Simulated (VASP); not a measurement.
# Na (Im-3m) in VASP: further runs

The runs below take Na through single point, with r2SCAN.

Everything below comes from runs of VASP 6.6.1. Logs are shortened: lines on timing, memory, paths and dates and some standing lists are left out, and cuts for length are marked.

### Step 1. The cell of the first run

It takes space group Im-3m (No. 229, cubic). Conventional cell: a = 4.083 Å, b = 4.083 Å, c = 4.083 Å, α = 90.00°, β = 90.00°, γ = 90.00°. Within 4.6 Å of Na (site symmetry m-3m) lie 14 Na at 3.54 to 4.08 Å.

### Step 2. Single point, r2SCAN

POSCAR

```
Na
1.0
   -2.0415552184      2.0415552184      2.0415552184
    2.0415552184     -2.0415552184      2.0415552184
    2.0415552184      2.0415552184     -2.0415552184
Na
1
Direct
    0.0000000000      0.0000000000      0.0000000000
```

INCAR.step1

```
PREC = Accurate
ENCUT = 520
ISMEAR = -1
SIGMA = 0.1
LREAL = F
LASPH = T
NELM = 80
NBANDS = 10
GGA = PE
ALGO = Normal
EDIFF = 1E-4
LWAVE = T
LCHARG = F
```

INCAR.step2

```
PREC = Accurate
ENCUT = 520
EDIFF = 1E-6
ISMEAR = -1
SIGMA = 0.1
LREAL = F
LASPH = T
NELM = 80
ALGO = Normal
ISIF = 2
LWAVE = F
LCHARG = T
METAGGA = R2SCAN
LMIXTAU = T
LELF = T
LVHAR = T
NBANDS = 10
ISTART = 1
```

KPOINTS

```
regular mesh
0
Gamma
  12 12 12
```

Potentials or basis: VASP PAW PBE potentials, release 64 (Na_pv).

Command:

```console
cat potpaw_PBE.64/Na_pv/POTCAR > POTCAR
cp INCAR.step1 INCAR
mpirun -np 1 vasp_std > vasp.out
cp INCAR.step2 INCAR
mpirun -np 1 vasp_std > vasp.out
```

OUTCAR:

```text
PREC = Accurate
   ENCUT = 520
   EDIFF = 1E-6
   ISMEAR = -1
   LREAL = F
   LASPH = T
   NELM = 80
   ISIF = 2
   METAGGA = R2SCAN
   ISTART = 1

 ion  position               nearest neighbor table
   1  0.000  0.000  0.000-

  LATTYP: Found a body centered cubic cell.
 ALAT       =     4.0831104368

  Lattice vectors:

 A1 = (  -2.0415552184,   2.0415552184,   2.0415552184)
 A2 = (   2.0415552184,  -2.0415552184,   2.0415552184)
 A3 = (   2.0415552184,   2.0415552184,  -2.0415552184)

Analysis of symmetry for initial positions (statically):
=====================================================================
 Subroutine PRICEL returns:
 Original cell was already a primitive cell.

 Routine SETGRP: Setting up the symmetry group for a
 body centered cubic supercell.

 Subroutine GETGRP returns: Found 48 space group operations
 (whereof 48 operations were pure point group operations)
 out of a pool of 48 trial point group operations.

The static configuration has the point symmetry O_h .

Analysis of symmetry for dynamics (positions and initial velocities):
=====================================================================
 Subroutine PRICEL returns:
 Original cell was already a primitive cell.

 Routine SETGRP: Setting up the symmetry group for a
 body centered cubic supercell.

 Subroutine GETGRP returns: Found 48 space group operations
 (whereof 48 operations were pure point group operations)
 out of a pool of 48 trial point group operations.

The dynamic configuration has the point symmetry O_h .

 Subroutine INISYM returns: Found 48 space group operations
 (whereof 48 operations are pure point group operations),
 and found     1 'primitive' translations

----------------------------------------------------------------------------------------

                                     Primitive cell

  volume of cell :      34.0364

  direct lattice vectors                    reciprocal lattice vectors
    -2.041555218  2.041555218  2.041555218     0.000000000  0.244911328  0.244911328
     2.041555218 -2.041555218  2.041555218     0.244911328  0.000000000  0.244911328
     2.041555218  2.041555218 -2.041555218     0.244911328  0.244911328  0.000000000

  length of vectors
     3.536077365  3.536077365  3.536077365     0.346356922  0.346356922  0.346356922

  position of ions in fractional coordinates (direct lattice)
     0.000000000  0.000000000  0.000000000

  ion indices of the primitive-cell ions
   primitive index   ion index
                 1           1

----------------------------------------------------------------------------------------

 KPOINTS: regular mesh

Automatic generation of k-mesh.
 Grid dimensions read from file:
 generate k-points for:   12   12   12

 Generating k-lattice:

  Cartesian coordinates                     Fractional coordinates (reciprocal lattice)
     0.000000000  0.020409277  0.020409277     0.083333333  0.000000000  0.000000000
     0.020409277  0.000000000  0.020409277     0.000000000  0.083333333  0.000000000
     0.020409277  0.020409277  0.000000000     0.000000000  0.000000000  0.083333333

  Length of vectors
     0.028863077  0.028863077  0.028863077

  Shift w.r.t. Gamma in fractional coordinates (k-lattice)
     0.000000000  0.000000000  0.000000000

 Subroutine IBZKPT returns following result:
 ===========================================

 Found     72 irreducible k-points:

 Following reciprocal coordinates:
            Coordinates               Weight
  0.000000  0.000000  0.000000      1.000000
  0.083333  0.000000  0.000000     12.000000
  0.166667  0.000000  0.000000     12.000000
  0.250000  0.000000  0.000000     12.000000
  0.333333  0.000000  0.000000     12.000000
  0.416667  0.000000  0.000000     12.000000
[... 16 lines left out ...]
  0.333333  0.083333  0.083333     24.000000
  0.416667  0.083333  0.083333     12.000000
 [... further k-points ...]
   k-points           NKPTS =     72   k-points in BZ     NKDIM =     72   number of bands    NBANDS=     10
   number of dos      NEDOS =    301   number of ions     NIONS =      1
   total plane-waves  NPLWV =  21952
   dimension x,y,z NGX =    28 NGY =   28 NGZ =   28
   dimension x,y,z NGXF=    56 NGYF=   56 NGZF=   56
   ions per type =               1
   NGX,Y,Z   is equivalent  to a cutoff of  13.16, 13.16, 13.16 a.u.
   NGXF,Y,Z  is equivalent  to a cutoff of  26.33, 26.33, 26.33 a.u.
 SYSTEM =  unknown system
   PREC   = accura    normal or accurate (medium, high low for compatibility)
   ISTART =      1    job   : 0-new  1-cont  2-samecut
   ICHARG =      0    charge: 1-file 2-atom 10-const
   ISPIN  =      1    spin polarized calculation?
   LNONCOLLINEAR =      F non collinear calculations
   LSORBIT =      F    spin-orbit coupling
   LASPH  =      T    aspherical Exc in radial PAW
   ENCUT  =  520.0 eV  38.22 Ry    6.18 a.u.   6.57  6.57  6.57*2*pi/ulx,y,z
   NELM   =     80;   NELMIN=  2; NELMDL=  0     # of ELM steps
   EDIFF  = 0.1E-05   stopping-criterion for ELM
   LREAL  =      F    real-space projection
   EDIFFG = 0.1E-04   stopping-criterion for IOM
   NSW    =      0    number of steps for IOM
   IBRION =     -1    ionic relax: 0-MD 1-quasi-New 2-CG
   NFREE  =      0    steps in history (QN), initial steepest desc. (CG)
   ISIF   =      2    stress and relaxation
   ISYM   =      2    0-nonsym 1-usesym 2-fastsym
   POTIM  = 0.5000    time-step for ionic-motion
   TEBEG  =    0.0;   TEEND  =   0.0 temperature during run
   PSTRESS=    0.0 pullay stress
   NELECT =       7.0000    total number of electrons
   NUPDOWN=      -1.0000    fix difference up-down
   EMIN   =  10.00;   EMAX   =-10.00  energy-range for DOS
   EFERMI =   0.00;   METHOD = LEGACY
   ISMEAR =    -1;   SIGMA  =   0.10  broadening in eV -4-tet -1-fermi 0-gaus
   EFERMI_NEDOS =   21; number of points for ismear=-14 and -15
   IALGO  =     38    algorithm
   IMIX   =      4    mixing-type and parameters
     AMIX     =   0.40;   BMIX     =  1.00
     AMIX_MAG =   1.60;   BMIX_MAG =  1.00
  volume/ion in A,a.u.               =      34.04       229.69
  Fermi-wavevector in a.u.,A,eV,Ry     =   0.966332  1.826103 12.705088  0.933798
  Thomas-Fermi vector in A             =   2.096125
   LORBIT       =      0    0 simple, 1 ext, 2 COOP (PROOUT), +10 PAW based schemes
   METAGGA = R2SCAN    functional components
   LHFCALC =     F    Hartree Fock is set to
   AEXX    =    0.0000 exact exchange contribution
   IVDW    =     0    specifies the selected vdW correction
   LEPSILON=     F    determine dielectric tensor
   LRPA    =     F    only Hartree local field effects (RPA)
 non-spin polarized calculation
  energy-cutoff  :      520.00
  volume of cell :       34.04
 maximum number of plane-waves:       943
 NGX is ok and might be reduce to    28
   NGX = 13   NGY = 13   NGZ = 13

 number of electron       6.9999998 magnetization

 Free energy of the ion-electron system (eV)
  ---------------------------------------------------
  ext. energy  EPLUGINS =         0.00000000
  ---------------------------------------------------
  free energy    TOTEN  =        -3.55067718 eV

  energy without entropy =       -3.53482990  energy(sigma->0) =       -3.54275354

 E-fermi :   0.5758     XC(G=0):  -7.1654

 val. band max:        0.5267831047   @ k =  -0.3333   0.4167   0.1667
 cond. band min:       0.6462728102   @ k =   0.3333   0.1667  -0.0000
 fundamental gap:      0.1194897055
 Fermi energy:         0.5757724889

 k-point     1 :       0.0000    0.0000    0.0000
  band No.  band energies     occupation
      1     -25.3393      2.00000
      2     -25.3393      2.00000
      3     -25.3390      2.00000
      4      -3.0724      2.00000
      5      13.5883      0.00000
      6      13.5892      0.00000
      7      13.5892      0.00000
      8      14.8588      0.00000
      9      14.8588      0.00000
     10      15.5027      0.00000

 k-point     2 :       0.0833    0.0000    0.0000
  band No.  band energies     occupation
      1     -25.3424      2.00000
      2     -25.3402      2.00000
      3     -25.3393      2.00000
      4      -2.9341      2.00000
      5      12.0387      0.00000
      6      12.7998      0.00000
      7      13.2607      0.00000
      8      13.9527      0.00000
      9      14.2163      0.00000
     10      16.1855      0.00000

 k-point     3 :       0.1667    0.0000    0.0000
  band No.  band energies     occupation
      1     -25.3514      2.00000
      2     -25.3432      2.00000
      3     -25.3393      2.00000
      4      -2.5213      2.00000
      5       9.6387      0.00000
      6      11.7071      0.00000
      7      12.6408      0.00000
      8      12.9561      0.00000
      9      13.9721      0.00000
     10      16.4254      0.00000

 k-point     4 :       0.2500    0.0000    0.0000
  band No.  band energies     occupation
      1     -25.3637      2.00000
      2     -25.3472      2.00000
      3     -25.3393      2.00000
      4      -1.8413      2.00000
      5       7.3685      0.00000
      6      10.8051      0.00000
      7      12.0641      0.00000
      8      12.1669      0.00000
      9      13.5276      0.00000
     10      16.8340      0.00000
[... 222 lines left out ...]
 k-point    22 :       0.2500    0.0833    0.0833
  band No.  band energies     occupation
      1     -25.3762      2.00000
      2     -25.3513      2.00000
      3     -25.3422      2.00000
      4      -0.6420      1.99999
      5       5.4830      0.00000
      6       8.0087      0.00000
      7       9.7693      0.00000
      8      14.2452      0.00000
      9      15.1459      0.00000
     10      17.8893      0.00000

 k-point    23 :       0.3333    0.0833    0.0833
  band No.  band energies     occupation
      1     -25.3823      2.00000
      2     -25.3555      2.00000
      3     -25.3423      2.00000
      4       0.5186      1.27836
      5       3.6703      0.00000
      6       7.6312      0.00000
      7       9.3954      0.00000
      8      13.9050      0.00000
      9      14.9629      0.00000
     10      18.5239      0.00000

 k-point    24 :       0.4167    0.0833    0.0833
  band No.  band energies     occupation
      1     -25.3845      2.00000
      2     -25.3571      2.00000
      3     -25.3424      2.00000
      4       1.5970      0.00007
      5       2.3729      0.00000
      6       7.5055      0.00000
      7       9.2703      0.00000
      8      13.7897      0.00000
      9      14.8875      0.00000
     10      18.8686      0.00000

 [... further k-points ...]

------------------------ aborting loop because EDIFF is reached ----------------------------------------

  FORCE on cell =-STRESS in cart. coord.  units (eV):
  Direction    XX          YY          ZZ          XY          YZ          ZX
  --------------------------------------------------------------------------------------
  -------------------------------------------------------------------------------------
  Total        0.1863059      0.1863059      0.1863059     -0.0000000     -0.0000000      0.0000000
  in kB        8.7698835      8.7698835      8.7698835     -0.0000000     -0.0000000      0.0000000
  external PRESSURE =       8.7698835 kB  Pullay stress =       0.0000000 kB

 VOLUME and BASIS-vectors are now :
 -----------------------------------------------------------------------------
  energy-cutoff  :      520.00
  volume of cell :       34.04
      direct lattice vectors                 reciprocal lattice vectors
    -2.041555218  2.041555218  2.041555218     0.000000000  0.244911328  0.244911328
     2.041555218 -2.041555218  2.041555218     0.244911328  0.000000000  0.244911328
     2.041555218  2.041555218 -2.041555218     0.244911328  0.244911328  0.000000000

 POSITION                                       TOTAL-FORCE (eV/Angst)
 -----------------------------------------------------------------------------------
      0.00000      0.00000      0.00000        -0.000000      0.000000     -0.000000
 -----------------------------------------------------------------------------------
    total drift:                               -0.000000     -0.000000     -0.000000

  FREE ENERGIE OF THE ION-ELECTRON SYSTEM (eV)
  ---------------------------------------------------
  free  energy   TOTEN  =        -3.5506771798 eV

  energy  without entropy=       -3.5348298952  energy(sigma->0) =       -3.54275354
```

It took 50 s on 1 thread of Intel Xeon 6975P-C (Granite Rapids), shared host; peak memory 0.16 GiB.

What came out:

```
Free energy            : -3.5507 eV
Pressure               : 0.9 GPa
Band gap on the k mesh : zero (an odd number of electrons rules out a gap without spin polarisation)
```

Levels at points of the mesh, in eV from the Fermi level:
```tsv
k point	band 1	band 2	band 3	band 4	band 5	band 6	band 7
(0.00, 0.00, 0.00)	-25.92	-25.92	-25.91	-3.65	13.01	13.01	13.01
(0.50, 0.00, 0.00)	-25.96	-25.93	-25.92	0.78	1.55	9.05	10.58
(0.50, 0.50, 0.50)	-25.95	-25.95	-25.95	4.86	4.86	5.65	5.65
```

Caveat: the PAW data sets were made with another functional, which shifts forces and pressure a little.

[end of part 1 of 2]

The gap in the log of VASP goes by the Fermi energy; the results here count the filled bands.